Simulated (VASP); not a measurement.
# MgO (I4/mmm) in VASP: notebook

The runs below take MgO through single point, with PBE.

Program: VASP 6.6.1. These are calculated values, not measurements. Logs are shortened: lines on timing, memory, paths and dates and some standing lists are left out, and cuts for length are marked.

**1. The cell of the first run**

The structure is tetragonal, space group I4/mmm (No. 139). The conventional cell has a = 3.158 Å, b = 3.158 Å, c = 4.147 Å, α = 90.00°, β = 90.00°, γ = 90.00°. Within 2.7 Å of Mg (site symmetry 4/mmm) lie 6 O at 2.07 to 2.23 Å. O (site symmetry 4/mmm) has 6 Mg at 2.07 to 2.23 Å within 2.7 Å.

**2. Single point, PBE (strain +0.050 along x and y, -0.025 along z)**

The input, INCAR:

```
SYSTEM = MgO
ALGO = Normal
EDIFF = 1E-6
ENCUT = 520
GGA = PE
ISIF = 2
ISMEAR = 0
LASPH = .True.
LCHARG = .False.
LREAL = .False.
LWAVE = .False.
NBANDS = 11
NELM = 80
PREC = Accurate
SIGMA = 0.05
```

The input, KPOINTS:

```
k-points
0
Gamma
  10 10 10
  0 0 0
```

The input, POSCAR:

```
MgO
1.0
    0.0000000000      2.2332690507      2.0737498328
    2.2332690507      0.0000000000      2.0737498328
    2.2332690507      2.2332690507      0.0000000000
Mg O
1 1
Direct
    0.0000000000      0.0000000000      0.0000000000
    0.5000000000      0.5000000000      0.5000000000
```

Potentials or basis: VASP PAW PBE potentials, release 64 (Mg, O).

Command:

```bash
> cat potpaw_PBE.64/Mg/POTCAR potpaw_PBE.64/O/POTCAR > POTCAR
> mpirun -np 1 vasp_std > vasp.out
```

OUTCAR:

```text
SYSTEM = MgO
   EDIFF = 1E-6
   ENCUT = 520
   GGA = PE
   ISIF = 2
   ISMEAR = 0
   LASPH = .True.
   LREAL = .False.
   NELM = 80
   PREC = Accurate

 ion  position               nearest neighbor table
   1  0.000  0.000  0.000-   2 2.07   2 2.07   2 2.23   2 2.23   2 2.23   2 2.23
   2  0.500  0.500  0.500-   1 2.07   1 2.07   1 2.23   1 2.23   1 2.23   1 2.23

  LATTYP: Found a body centered tetragonal cell.
 ALAT       =     3.1583193799
 C/A-ratio  =     1.3131983079

  Lattice vectors:

 A1 = (   0.0000000000,  -2.2332690507,  -2.0737498328)
 A2 = (   0.0000000000,   2.2332690507,  -2.0737498328)
 A3 = (   2.2332690507,   0.0000000000,   2.0737498328)

Analysis of symmetry for initial positions (statically):
=====================================================================
 Subroutine PRICEL returns:
 Original cell was already a primitive cell.

 Routine SETGRP: Setting up the symmetry group for a
 body centered tetragonal supercell.

 Subroutine GETGRP returns: Found 16 space group operations
 (whereof 16 operations were pure point group operations)
 out of a pool of 16 trial point group operations.

The static configuration has the point symmetry D_4h.

Analysis of symmetry for dynamics (positions and initial velocities):
=====================================================================
 Subroutine PRICEL returns:
 Original cell was already a primitive cell.

 Routine SETGRP: Setting up the symmetry group for a
 body centered tetragonal supercell.

 Subroutine GETGRP returns: Found 16 space group operations
 (whereof 16 operations were pure point group operations)
 out of a pool of 16 trial point group operations.

The dynamic configuration has the point symmetry D_4h.

 Subroutine INISYM returns: Found 16 space group operations
 (whereof 16 operations are pure point group operations),
 and found     1 'primitive' translations

----------------------------------------------------------------------------------------

                                     Primitive cell

  volume of cell :      20.6856

  direct lattice vectors                    reciprocal lattice vectors
     0.000000000  2.233269051  2.073749833    -0.223887041  0.223887041  0.241109121
     2.233269051  0.000000000  2.073749833     0.223887041 -0.223887041  0.241109121
     2.233269051  2.233269051  0.000000000     0.223887041  0.223887041 -0.241109121

  length of vectors
     3.047610379  3.047610379  3.158319380     0.397975405  0.397975405  0.397975405

  position of ions in fractional coordinates (direct lattice)
     0.000000000  0.000000000  0.000000000
     0.500000000  0.500000000  0.500000000

  ion indices of the primitive-cell ions
   primitive index   ion index
                 1           1
                 2           2

----------------------------------------------------------------------------------------

 KPOINTS: k-points

Automatic generation of k-mesh.
 Grid dimensions read from file:
 generate k-points for:   10   10   10

 Generating k-lattice:

  Cartesian coordinates                     Fractional coordinates (reciprocal lattice)
    -0.022388704  0.022388704  0.024110912     0.100000000  0.000000000  0.000000000
     0.022388704 -0.022388704  0.024110912     0.000000000  0.100000000  0.000000000
     0.022388704  0.022388704 -0.024110912     0.000000000  0.000000000  0.100000000

  Length of vectors
     0.039797540  0.039797540  0.039797540

  Shift w.r.t. Gamma in fractional coordinates (k-lattice)
     0.000000000  0.000000000  0.000000000

 Subroutine IBZKPT returns following result:
 ===========================================

 Found    102 irreducible k-points:

 Following reciprocal coordinates:
            Coordinates               Weight
  0.000000  0.000000  0.000000      1.000000
  0.100000  0.000000  0.000000      8.000000
  0.200000  0.000000  0.000000      8.000000
  0.300000  0.000000  0.000000      8.000000
  0.400000  0.000000  0.000000      8.000000
  0.500000  0.000000  0.000000      4.000000
[... 16 lines left out ...]
  0.300000  0.300000  0.000000      2.000000
  0.400000  0.300000  0.000000      8.000000
 [... further k-points ...]
   k-points           NKPTS =    102   k-points in BZ     NKDIM =    102   number of bands    NBANDS=     11
   number of dos      NEDOS =    301   number of ions     NIONS =      2
   total plane-waves  NPLWV =  13824
   dimension x,y,z NGX =    24 NGY =   24 NGZ =   24
   dimension x,y,z NGXF=    48 NGYF=   48 NGZF=   48
   ions per type =               1   1
   NGX,Y,Z   is equivalent  to a cutoff of  13.09, 13.09, 12.63 a.u.
   NGXF,Y,Z  is equivalent  to a cutoff of  26.18, 26.18, 25.27 a.u.
 SYSTEM =  MgO
   PREC   = accura    normal or accurate (medium, high low for compatibility)
   ISTART =      0    job   : 0-new  1-cont  2-samecut
   ICHARG =      2    charge: 1-file 2-atom 10-const
   ISPIN  =      1    spin polarized calculation?
   LNONCOLLINEAR =      F non collinear calculations
   LSORBIT =      F    spin-orbit coupling
   LASPH  =      T    aspherical Exc in radial PAW
   ENCUT  =  520.0 eV  38.22 Ry    6.18 a.u.   5.67  5.67  5.87*2*pi/ulx,y,z
   NELM   =     80;   NELMIN=  2; NELMDL= -5     # of ELM steps
   EDIFF  = 0.1E-05   stopping-criterion for ELM
   LREAL  =      F    real-space projection
   EDIFFG = 0.1E-04   stopping-criterion for IOM
   NSW    =      0    number of steps for IOM
   IBRION =     -1    ionic relax: 0-MD 1-quasi-New 2-CG
   NFREE  =      0    steps in history (QN), initial steepest desc. (CG)
   ISIF   =      2    stress and relaxation
   ISYM   =      2    0-nonsym 1-usesym 2-fastsym
   POTIM  = 0.5000    time-step for ionic-motion
   TEBEG  =    0.0;   TEEND  =   0.0 temperature during run
   PSTRESS=    0.0 pullay stress
   NELECT =       8.0000    total number of electrons
   NUPDOWN=      -1.0000    fix difference up-down
   EMIN   =  10.00;   EMAX   =-10.00  energy-range for DOS
   EFERMI =   0.00;   METHOD = LEGACY
   ISMEAR =     0;   SIGMA  =   0.05  broadening in eV -4-tet -1-fermi 0-gaus
   EFERMI_NEDOS =   21; number of points for ismear=-14 and -15
   IALGO  =     38    algorithm
   IMIX   =      4    mixing-type and parameters
     AMIX     =   0.40;   BMIX     =  1.00
     AMIX_MAG =   1.60;   BMIX_MAG =  1.00
  volume/ion in A,a.u.               =      10.34        69.80
  Fermi-wavevector in a.u.,A,eV,Ry     =   1.192748  2.253967 19.356296  1.422648
  Thomas-Fermi vector in A             =   2.328779
   LORBIT       =      0    0 simple, 1 ext, 2 COOP (PROOUT), +10 PAW based schemes
   GGA     = PE    functional components
   LHFCALC =     F    Hartree Fock is set to
   AEXX    =    0.0000 exact exchange contribution
   IVDW    =     0    specifies the selected vdW correction
   LEPSILON=     F    determine dielectric tensor
   LRPA    =     F    only Hartree local field effects (RPA)
 non-spin polarized calculation
 Gauss-broadening in eV      SIGMA  =   0.05
  energy-cutoff  :      520.00
  volume of cell :       20.69
 maximum number of plane-waves:       572
   NGX = 11   NGY = 11   NGZ = 11

 number of electron       7.9999995 magnetization

 Free energy of the ion-electron system (eV)
  ---------------------------------------------------
  ext. energy  EPLUGINS =         0.00000000
  ---------------------------------------------------
  free energy    TOTEN  =       -11.83327664 eV

  energy without entropy =      -11.83327664  energy(sigma->0) =      -11.83327664

 E-fermi :   2.7120     XC(G=0): -10.5979

 val. band max:        2.5162572720   @ k =   0.0000   0.0000   0.0000
 cond. band min:       6.2345026865   @ k =   0.0000   0.0000   0.0000
 fundamental gap:      3.7182454145
 Fermi energy:         2.7119553233

 k-point     1 :       0.0000    0.0000    0.0000
  band No.  band energies     occupation
      1     -14.3282      2.00000
      2       2.3129      2.00000
      3       2.5163      2.00000
      4       2.5163      2.00000
      5       6.2345      0.00000
      6      17.5030      0.00000
      7      17.5030      0.00000
      8      18.2143      0.00000
      9      21.4092      0.00000
     10      21.8841      0.00000
     11      23.9999      0.00000

 k-point     2 :       0.1000    0.0000    0.0000
  band No.  band energies     occupation
      1     -14.2398      2.00000
      2       1.7958      2.00000
      3       2.3557      2.00000
      4       2.4457      2.00000
      5       6.8739      0.00000
      6      16.4841      0.00000
      7      17.6691      0.00000
      8      18.1960      0.00000
      9      21.1872      0.00000
     10      22.5796      0.00000
     11      23.2181      0.00000

 k-point     3 :       0.2000    0.0000    0.0000
  band No.  band energies     occupation
      1     -13.9989      2.00000
      2       0.5887      2.00000
      3       2.2310      2.00000
      4       2.2677      2.00000
      5       8.0722      0.00000
      6      14.9369      0.00000
      7      17.8260      0.00000
      8      18.6783      0.00000
      9      20.8076      0.00000
     10      21.8666      0.00000
     11      23.4838      0.00000

 k-point     4 :       0.3000    0.0000    0.0000
  band No.  band energies     occupation
      1     -13.6777      2.00000
      2      -0.5857      2.00000
      3       2.0593      2.00000
      4       2.0936      2.00000
      5       9.0885      0.00000
      6      14.0407      0.00000
      7      17.5267      0.00000
      8      18.9191      0.00000
      9      21.5883      0.00000
     10      21.8506      0.00000
     11      23.0542      0.00000
[... 239 lines left out ...]
 k-point    22 :      -0.2000    0.2000    0.0000
  band No.  band energies     occupation
      1     -13.6154      2.00000
      2      -0.2229      2.00000
      3       1.1956      2.00000
      4       2.0581      2.00000
      5       9.9256      0.00000
      6      14.2074      0.00000
      7      16.3731      0.00000
      8      18.4212      0.00000
      9      19.8765      0.00000
     10      22.6218      0.00000
     11      26.6127      0.00000

 k-point    23 :       0.3000    0.3000    0.0000
  band No.  band energies     occupation
      1     -13.4238      2.00000
      2      -0.4637      2.00000
      3       1.5044      2.00000
      4       1.5044      2.00000
      5      10.3317      0.00000
      6      12.3427      0.00000
      7      16.7114      0.00000
      8      18.6760      0.00000
      9      18.6760      0.00000
     10      24.7444      0.00000
     11      28.8476      0.00000

 k-point    24 :       0.4000    0.3000    0.0000
  band No.  band energies     occupation
      1     -13.2215      2.00000
      2      -0.7890      2.00000
      3       1.2026      2.00000
      4       1.3479      2.00000
      5      11.0652      0.00000
      6      11.9579      0.00000
      7      15.7517      0.00000
      8      18.7854      0.00000
      9      19.0835      0.00000
     10      25.5670      0.00000
     11      28.2477      0.00000

 [... further k-points ...]
[... 5 lines left out ...]
  --------------------------------------------------------------------------------------
  -------------------------------------------------------------------------------------
  Total       -1.5308419     -1.5308419     -0.2692018      0.0000000     -0.0000000      0.0000000
  in kB     -118.5693598   -118.5693598    -20.8506702      0.0000000     -0.0000000      0.0000000
  external PRESSURE =     -85.9964632 kB  Pullay stress =       0.0000000 kB

 VOLUME and BASIS-vectors are now :
 -----------------------------------------------------------------------------
  energy-cutoff  :      520.00
  volume of cell :       20.69
      direct lattice vectors                 reciprocal lattice vectors
     0.000000000  2.233269051  2.073749833    -0.223887041  0.223887041  0.241109121
     2.233269051  0.000000000  2.073749833     0.223887041 -0.223887041  0.241109121
     2.233269051  2.233269051  0.000000000     0.223887041  0.223887041 -0.241109121

 POSITION                                       TOTAL-FORCE (eV/Angst)
 -----------------------------------------------------------------------------------
      0.00000      0.00000      0.00000        -0.000000      0.000000     -0.000000
      2.23327      2.23327      2.07375         0.000000     -0.000000      0.000000
 -----------------------------------------------------------------------------------
    total drift:                               -0.000000     -0.000000      0.000000

  FREE ENERGIE OF THE ION-ELECTRON SYSTEM (eV)
  ---------------------------------------------------
  free  energy   TOTEN  =       -11.8332766405 eV

  energy  without entropy=      -11.8332766404  energy(sigma->0) =      -11.83327664
```

Wall time 6.3 s (1 thread of Intel Xeon 6975P-C (Granite Rapids), shared host); peak memory 0.15 GiB.

What came out:

* Free energy: -11.8333 eV
* Pressure: -8.6 GPa
* Band gap on the k mesh: 3.72 eV, direct

Caveat: the cell differs from its parent crystal (strain +0.050 along x and y, -0.025 along z).

**3. Single point, PBE (strain -0.050 along x and y, +0.050 along z)**

The input, INCAR:

```
SYSTEM = MgO
ALGO = Normal ; EDIFF = 1E-6
ENCUT = 520 ; GGA = PE
ISIF = 2 ; ISMEAR = 0
LASPH = .True. ; LCHARG = .False.
LREAL = .False. ; LWAVE = .False.
NBANDS = 11 ; NELM = 80
PREC = Accurate ; SIGMA = 0.05
```

KPOINTS is that of step 2.

The input, POSCAR:

```
MgO
1.0
    0.0000000000      2.0205767601      2.2332690507
    2.0205767601      0.0000000000      2.2332690507
    2.0205767601      2.0205767601      0.0000000000
Mg O
1 1
Direct
    0.0000000000      0.0000000000      0.0000000000
    0.5000000000      0.5000000000      0.5000000000
```

Potentials or basis: VASP PAW PBE potentials, release 64 (Mg, O).

Command:

```bash
> cat potpaw_PBE.64/Mg/POTCAR potpaw_PBE.64/O/POTCAR > POTCAR
> mpirun -np 1 vasp_std > vasp.out
```

Run time: 6.9 s. Hardware: 1 thread of Intel Xeon 6975P-C (Granite Rapids), shared host; peak memory 0.15 GiB.

The run converged. Its results:

* Free energy: -11.8036 eV
* Pressure: 11.6 GPa
* Band gap on the k mesh: 4.80 eV, direct

Stress tensor (GPa, compression positive):
```
18.79  0.00  0.00
 0.00 18.79  0.00
 0.00  0.00 -2.71
```

Levels at points of the mesh, in eV from the valence-band top:
| k point | band 2 | band 3 | band 4 | band 5 | band 6 | band 7 |
| --- | --- | --- | --- | --- | --- | --- |
| (0.00, 0.00, 0.00) | -0.14 | -0.14 | 0.00 | 4.80 | 15.24 | 16.34 |
| (0.50, 0.00, 0.00) | -4.80 | -0.91 | -0.66 | 7.90 | 12.70 | 15.66 |
| (0.50, 0.50, 0.00) | -4.48 | -1.18 | -1.18 | 9.80 | 10.43 | 12.40 |
| (0.50, 0.00, 0.50) | -4.14 | -1.92 | -1.28 | 8.83 | 10.15 | 13.70 |

Caveat: the cell differs from its parent crystal (strain -0.050 along x and y, +0.050 along z).

(Continued in part 2 of 2.)
